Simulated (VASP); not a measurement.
# MgO (Fm-3m) in VASP: a series of runs

Runs on MgO. Level: PBE. Tasks: single point.

All numbers are computed with VASP 6.6.1; they aren't measurements. Logs are shortened: lines on timing, memory, paths and dates and some standing lists are left out, and cuts for length are marked.

## (1) The cell of the first run

It takes space group Fm-3m (No. 225, cubic). The conventional cell has a = 4.217 Å, b = 4.217 Å, c = 4.217 Å, α = 90.00°, β = 90.00°, γ = 90.00°. Mg (site symmetry m-3m) has 6 O at 2.11 Å within 2.8 Å. Within 2.8 Å of O (site symmetry m-3m) lie 6 Mg at 2.11 Å.

## (2) Single point, PBE

INCAR reads:

```
PREC = Accurate
ENCUT = 840
EDIFF = 1E-6
ISMEAR = 0
SIGMA = 0.01
LREAL = F
LASPH = T
NELM = 120
ALGO = Normal
ISIF = 2
LWAVE = F
LCHARG = F
GGA = PE
NBANDS = 15
GGA_COMPAT = F
```

KPOINTS reads:

```
Automatic mesh
0
Gamma
  3 3 3
```

POSCAR reads:

```
MgO
1.0
    0.0000000000      2.1085000000      2.1085000000
    2.1085000000      0.0000000000      2.1085000000
    2.1085000000      2.1085000000      0.0000000000
Mg O
1 1
Direct
    0.0000000000      0.0000000000      0.0000000000
    0.5000000000      0.5000000000      0.5000000000
```

Potentials or basis: VASP PAW PBE potentials, release 64 (Mg_sv, O).

Command:

```
> cat potpaw_PBE.64/Mg_sv/POTCAR potpaw_PBE.64/O/POTCAR > POTCAR
> mpirun -np 1 vasp_std > vasp.out
```

OUTCAR:

```text
PREC = Accurate
   ENCUT = 840
   EDIFF = 1E-6
   ISMEAR = 0
   LREAL = F
   LASPH = T
   NELM = 120
   ISIF = 2
   GGA = PE

 ion  position               nearest neighbor table
   1  0.000  0.000  0.000-   2 2.11   2 2.11   2 2.11   2 2.11   2 2.11   2 2.11
   2  0.500  0.500  0.500-   1 2.11   1 2.11   1 2.11   1 2.11   1 2.11   1 2.11

  LATTYP: Found a face centered cubic cell.
 ALAT       =     4.2170000000

  Lattice vectors:

 A1 = (   0.0000000000,   2.1085000000,   2.1085000000)
 A2 = (   2.1085000000,   0.0000000000,   2.1085000000)
 A3 = (   2.1085000000,   2.1085000000,   0.0000000000)

Analysis of symmetry for initial positions (statically):
=====================================================================
 Subroutine PRICEL returns:
 Original cell was already a primitive cell.

 Routine SETGRP: Setting up the symmetry group for a
 face centered cubic supercell.

 Subroutine GETGRP returns: Found 48 space group operations
 (whereof 48 operations were pure point group operations)
 out of a pool of 48 trial point group operations.

The static configuration has the point symmetry O_h .

Analysis of symmetry for dynamics (positions and initial velocities):
=====================================================================
 Subroutine PRICEL returns:
 Original cell was already a primitive cell.

 Routine SETGRP: Setting up the symmetry group for a
 face centered cubic supercell.

 Subroutine GETGRP returns: Found 48 space group operations
 (whereof 48 operations were pure point group operations)
 out of a pool of 48 trial point group operations.

The dynamic configuration has the point symmetry O_h .

 Subroutine INISYM returns: Found 48 space group operations
 (whereof 48 operations are pure point group operations),
 and found     1 'primitive' translations

----------------------------------------------------------------------------------------

                                     Primitive cell

  volume of cell :      18.7478

  direct lattice vectors                    reciprocal lattice vectors
     0.000000000  2.108500000  2.108500000    -0.237135404  0.237135404  0.237135404
     2.108500000  0.000000000  2.108500000     0.237135404 -0.237135404  0.237135404
     2.108500000  2.108500000  0.000000000     0.237135404  0.237135404 -0.237135404

  length of vectors
     2.981869296  2.981869296  2.981869296     0.410730569  0.410730569  0.410730569

  position of ions in fractional coordinates (direct lattice)
     0.000000000  0.000000000  0.000000000
     0.500000000  0.500000000  0.500000000

  ion indices of the primitive-cell ions
   primitive index   ion index
                 1           1
                 2           2

----------------------------------------------------------------------------------------

 KPOINTS: Automatic mesh

Automatic generation of k-mesh.
 Grid dimensions read from file:
 generate k-points for:    3    3    3

 Generating k-lattice:

  Cartesian coordinates                     Fractional coordinates (reciprocal lattice)
    -0.079045135  0.079045135  0.079045135     0.333333333  0.000000000  0.000000000
     0.079045135 -0.079045135  0.079045135     0.000000000  0.333333333  0.000000000
     0.079045135  0.079045135 -0.079045135     0.000000000  0.000000000  0.333333333

  Length of vectors
     0.136910190  0.136910190  0.136910190

  Shift w.r.t. Gamma in fractional coordinates (k-lattice)
     0.000000000  0.000000000  0.000000000

 Subroutine IBZKPT returns following result:
 ===========================================

 Found      4 irreducible k-points:

 Following reciprocal coordinates:
            Coordinates               Weight
  0.000000  0.000000  0.000000      1.000000
  0.333333  0.000000  0.000000      8.000000
  0.333333  0.333333  0.000000      6.000000
 -0.333333  0.333333  0.000000     12.000000
   k-points           NKPTS =      4   k-points in BZ     NKDIM =      4   number of bands    NBANDS=     15
   number of dos      NEDOS =    301   number of ions     NIONS =      2
   total plane-waves  NPLWV =  21952
   dimension x,y,z NGX =    28 NGY =   28 NGZ =   28
   dimension x,y,z NGXF=    56 NGYF=   56 NGZF=   56
   ions per type =               1   1
   NGX,Y,Z   is equivalent  to a cutoff of  15.61, 15.61, 15.61 a.u.
   NGXF,Y,Z  is equivalent  to a cutoff of  31.22, 31.22, 31.22 a.u.
 SYSTEM =  unknown system
   PREC   = accura    normal or accurate (medium, high low for compatibility)
   ISTART =      0    job   : 0-new  1-cont  2-samecut
   ICHARG =      2    charge: 1-file 2-atom 10-const
   ISPIN  =      1    spin polarized calculation?
   LNONCOLLINEAR =      F non collinear calculations
   LSORBIT =      F    spin-orbit coupling
   LASPH  =      T    aspherical Exc in radial PAW
   ENCUT  =  840.0 eV  61.74 Ry    7.86 a.u.   7.05  7.05  7.05*2*pi/ulx,y,z
   NELM   =    120;   NELMIN=  2; NELMDL= -5     # of ELM steps
   EDIFF  = 0.1E-05   stopping-criterion for ELM
   LREAL  =      F    real-space projection
   EDIFFG = 0.1E-04   stopping-criterion for IOM
   NSW    =      0    number of steps for IOM
   IBRION =     -1    ionic relax: 0-MD 1-quasi-New 2-CG
   NFREE  =      0    steps in history (QN), initial steepest desc. (CG)
   ISIF   =      2    stress and relaxation
   ISYM   =      2    0-nonsym 1-usesym 2-fastsym
   POTIM  = 0.5000    time-step for ionic-motion
   TEBEG  =    0.0;   TEEND  =   0.0 temperature during run
   PSTRESS=    0.0 pullay stress
   NELECT =      16.0000    total number of electrons
   NUPDOWN=      -1.0000    fix difference up-down
   EMIN   =  10.00;   EMAX   =-10.00  energy-range for DOS
   EFERMI =   0.00;   METHOD = LEGACY
   ISMEAR =     0;   SIGMA  =   0.01  broadening in eV -4-tet -1-fermi 0-gaus
   EFERMI_NEDOS =   21; number of points for ismear=-14 and -15
   IALGO  =     38    algorithm
   IMIX   =      4    mixing-type and parameters
     AMIX     =   0.40;   BMIX     =  1.00
     AMIX_MAG =   1.60;   BMIX_MAG =  1.00
  volume/ion in A,a.u.               =       9.37        63.26
  Fermi-wavevector in a.u.,A,eV,Ry     =   1.552856  2.934473 32.808574  2.411362
  Thomas-Fermi vector in A             =   2.657171
   LORBIT       =      0    0 simple, 1 ext, 2 COOP (PROOUT), +10 PAW based schemes
   GGA     = PE    functional components
   LHFCALC =     F    Hartree Fock is set to
   AEXX    =    0.0000 exact exchange contribution
   IVDW    =     0    specifies the selected vdW correction
   LEPSILON=     F    determine dielectric tensor
   LRPA    =     F    only Hartree local field effects (RPA)
 non-spin polarized calculation
 Gauss-broadening in eV      SIGMA  =   0.01
  energy-cutoff  :      840.00
  volume of cell :       18.75
 maximum number of plane-waves:      1044
   NGX = 15   NGY = 15   NGZ = 15

 number of electron      15.9999995 magnetization

 Free energy of the ion-electron system (eV)
  ---------------------------------------------------
  ext. energy  EPLUGINS =         0.00000000
  ---------------------------------------------------
  free energy    TOTEN  =       -11.78575704 eV

  energy without entropy =      -11.78575704  energy(sigma->0) =      -11.78575704

 E-fermi :   3.2773     XC(G=0): -11.3570

 val. band max:        2.9724607981   @ k =   0.0000   0.0000   0.0000
 cond. band min:       7.6357540564   @ k =   0.0000   0.0000   0.0000
 fundamental gap:      4.6632932583
 Fermi energy:         3.2773485399

 k-point     1 :       0.0000    0.0000    0.0000
  band No.  band energies     occupation
      1     -69.4192      2.00000
      2     -36.1444      2.00000
      3     -36.1444      2.00000
      4     -36.1444      2.00000
      5     -14.2689      2.00000
      6       2.9725      2.00000
      7       2.9725      2.00000
      8       2.9725      2.00000
      9       7.6358      0.00000
     10      18.6897      0.00000
     11      18.6897      0.00000
     12      18.6897      0.00000
     13      22.6049      0.00000
     14      24.3668      0.00000
     15      24.3668      0.00000

 k-point     2 :       0.3333    0.0000    0.0000
  band No.  band energies     occupation
      1     -69.4129      2.00000
      2     -36.2085      2.00000
      3     -36.1509      2.00000
      4     -36.1509      2.00000
      5     -13.3286      2.00000
      6      -0.7068      2.00000
      7       2.4703      2.00000
      8       2.4703      2.00000
      9      10.5766      0.00000
     10      15.2382      0.00000
     11      19.4630      0.00000
     12      19.4630      0.00000
     13      23.7811      0.00000
     14      23.7811      0.00000
     15      24.3367      0.00000

 k-point     3 :       0.3333    0.3333    0.0000
  band No.  band energies     occupation
      1     -69.4107      2.00000
      2     -36.2004      2.00000
      3     -36.1656      2.00000
      4     -36.1656      2.00000
      5     -13.1244      2.00000
      6      -0.4644      2.00000
      7       1.9185      2.00000
      8       1.9185      2.00000
      9      12.2011      0.00000
     10      12.9411      0.00000
     11      16.7751      0.00000
     12      21.1151      0.00000
     13      21.1151      0.00000
     14      27.5751      0.00000
     15      29.8137      0.00000

 k-point     4 :      -0.3333    0.3333    0.0000
  band No.  band energies     occupation
      1     -69.4085      2.00000
      2     -36.1998      2.00000
      3     -36.1955      2.00000
      4     -36.1616      2.00000
      5     -12.7477      2.00000
      6      -0.2550      2.00000
      7      -0.0842      2.00000
      8       1.9724      2.00000
      9      13.2122      0.00000
     10      15.1270      0.00000
     11      15.4175      0.00000
     12      20.6584      0.00000
     13      21.7014      0.00000
     14      26.0701      0.00000
     15      30.4044      0.00000

------------------------ aborting loop because EDIFF is reached ----------------------------------------

  FORCE on cell =-STRESS in cart. coord.  units (eV):
  Direction    XX          YY          ZZ          XY          YZ          ZX
  --------------------------------------------------------------------------------------
  -------------------------------------------------------------------------------------
  Total        0.5442633      0.5442633      0.5442633     -0.0000000     -0.0000000      0.0000000
  in kB       46.5124050     46.5124050     46.5124050     -0.0000000     -0.0000000      0.0000000
  external PRESSURE =      46.5124050 kB  Pullay stress =       0.0000000 kB

 VOLUME and BASIS-vectors are now :
 -----------------------------------------------------------------------------
  energy-cutoff  :      840.00
  volume of cell :       18.75
      direct lattice vectors                 reciprocal lattice vectors
     0.000000000  2.108500000  2.108500000    -0.237135404  0.237135404  0.237135404
     2.108500000  0.000000000  2.108500000     0.237135404 -0.237135404  0.237135404
     2.108500000  2.108500000  0.000000000     0.237135404  0.237135404 -0.237135404

 POSITION                                       TOTAL-FORCE (eV/Angst)
 -----------------------------------------------------------------------------------
      0.00000      0.00000      0.00000        -0.000000     -0.000000     -0.000000
      2.10850      2.10850      2.10850         0.000000      0.000000      0.000000
 -----------------------------------------------------------------------------------
    total drift:                                0.000000      0.000000      0.000000

  FREE ENERGIE OF THE ION-ELECTRON SYSTEM (eV)
  ---------------------------------------------------
  free  energy   TOTEN  =       -11.7857570376 eV

  energy  without entropy=      -11.7857570376  energy(sigma->0) =      -11.78575704
```

Wall time 14 s (1 thread of AMD EPYC, shared host); peak memory 0.11 GiB.

What came out:

```
Free energy            : -11.7858 eV
Pressure               : 4.7 GPa
Band gap on the k mesh : 4.66 eV
```

Levels at points of the mesh, in eV from the valence-band top:
| k point | band 5 | band 6 | band 7 | band 8 | band 9 | band 10 | band 11 | band 12 |
| --- | --- | --- | --- | --- | --- | --- | --- | --- |
| (0.00, 0.00, 0.00) | -17.24 | 0.00 | 0.00 | 0.00 | 4.66 | 15.72 | 15.72 | 15.72 |

Caveat: the k points lie up to 0.86 Å⁻¹ apart, too coarse for converged energies, forces and pressures.

## (3) Single point, PBE

INCAR reads:

```
  PREC = Accurate
  ENCUT = 840
  EDIFF = 1E-6
  ISMEAR = 0
  SIGMA = 0.01
  LREAL = False
  LASPH = True
  NELM = 120
  ALGO = Normal
  ISIF = 2
  LWAVE = False
  LCHARG = False
  GGA = PE
  NBANDS = 15
  GGA_COMPAT = False
```

KPOINTS reads:

```
regular mesh
0
Gamma
  11 11 11
```

POSCAR is that of step 2.

Potentials or basis: VASP PAW PBE potentials, release 64 (Mg_sv, O).

Command:

```
> cat potpaw_PBE.64/Mg_sv/POTCAR potpaw_PBE.64/O/POTCAR > POTCAR
> mpirun -np 1 vasp_std > vasp.out
```

It took 10 s on 1 thread of Intel Xeon 6975P-C (Granite Rapids), shared host; peak memory 0.17 GiB.

The run converged. Its results:

| Item | Value |
| --- | --- |
| Free energy | -11.8768 eV |
| Pressure | 4.2 GPa |
| Band gap on the k mesh | 4.71 eV |

Levels at points of the mesh, in eV from the valence-band top:
| k point | band 4 | band 5 | band 6 | band 7 | band 8 | band 9 | band 10 | band 11 | band 12 | band 13 |
| --- | --- | --- | --- | --- | --- | --- | --- | --- | --- | --- |
| (0.00, 0.00, 0.00) | -39.01 | -17.23 | 0.00 | 0.00 | 0.00 | 4.71 | 15.79 | 15.79 | 15.79 | 19.69 |

Caveat: the cell stands under pressure. PBE gaps usually lie below the measured ones, often by a third to a half.
